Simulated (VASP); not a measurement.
A run of VASP 6.6.1 is set up as follows.

File INCAR:

```
SYSTEM = Y
PREC = Accurate ; ENCUT = 520
EDIFF = 1E-6 ; ISMEAR = -1
SIGMA = 0.05 ; LREAL = .FALSE.
LASPH = .TRUE. ; NELM = 80
ALGO = Normal ; ISIF = 2
LWAVE = .FALSE. ; LCHARG = .FALSE.
NBANDS = 12
```

File KPOINTS:

```
Automatic mesh
0
G
  14 14 14
  0 0 0
```

POSCAR

```
Y
1.0
   -1.8152472954      1.8152472954      1.8152472954
    1.8152472954     -1.8152472954      1.8152472954
    1.8152472954      1.8152472954     -1.8152472954
Y
1
Direct
    0.0000000000      0.0000000000      0.0000000000
```

Potentials or basis: VASP PAW LDA potentials, release 64 (Y_sv).

The run is started by

```console
$ cat potpaw_LDA.64/Y_sv/POTCAR > POTCAR
$ mpirun -np 1 vasp_std > vasp.out
```

Q: Estimate the pressure.

A: 13.4 GPa.

Q: Predict the band gap on the k mesh.

A: Zero (an odd number of electrons rules out a gap without spin polarisation).

Caveat: the cell stands under pressure.
